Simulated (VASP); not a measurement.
Crystal: Ge.

```
CELL_PARAMETERS angstrom
0.00000 2.82891 2.82891
2.82891 0.00000 2.82891
2.82891 2.82891 0.00000
ATOMIC_POSITIONS crystal
Ge 0.75000 0.75000 0.75000
Ge 0.50000 0.50000 0.50000
```

```yaml
Program: VASP 6.6.1
Task: relaxation of cell and atoms
Functional: BLYP
Potentials_or_basis: VASP PAW PBE potentials, release 64 (Ge_d)
Cutoff: 600 eV
k_mesh: 8 × 8 × 8
Occupations: fermi-dirac, width 0.05 eV
Spin: no spin polarisation
```

At the start: pressure 7.5 GPa; volume 22.64 Å³/atom.

Q: Where does the relaxation end?

A: Over 10 steps the energy falls by 60.9 meV/atom and the volume is 25.46 Å³/atom (+12.4 %); space group Fd-3m (No. 227, to 0.1 Å) before and after.

The path:
| step | energy change (eV) | largest force (eV/Å) | pressure (GPa) | volume (Å³) |
| --- | --- | --- | --- | --- |
| 1 | 0.0000 | 0.0000 | 7.52 | 45.28 |
| 2 | -0.1161 | 0.0000 | -1.24 | 52.61 |
| 3 | -0.1218 | 0.0000 | -0.23 | 51.08 |
| 4 | -0.1217 | 0.0000 | 0.21 | 50.87 |
| 5 | -0.1217 | 0.0000 | 0.17 | 50.88 |
| 6 | -0.1217 | 0.0000 | 0.18 | 50.90 |
| 7 | -0.1217 | 0.0000 | 0.19 | 50.90 |
| 8 | -0.1217 | 0.0000 | 0.20 | 50.90 |
| 9 | -0.1217 | 0.0000 | 0.21 | 50.91 |
| 10 | -0.1217 | 0.0000 | 0.03 | 50.91 |

Final structure:
```
Ge
1.0
     0.00000    2.94171    2.94171
     2.94171    0.00000    2.94171
     2.94171    2.94171    0.00000
Ge
2
Cartesian
  4.4126 4.4126 4.4126
  2.9417 2.9417 2.9417
```

The cell as given is a measured one (22.64 Å³/atom); BLYP puts the equilibrium volume +12.4 % from it, thermal expansion not counted.

Caveat: the PAW data sets were made with another functional, which shifts forces and pressure a little.
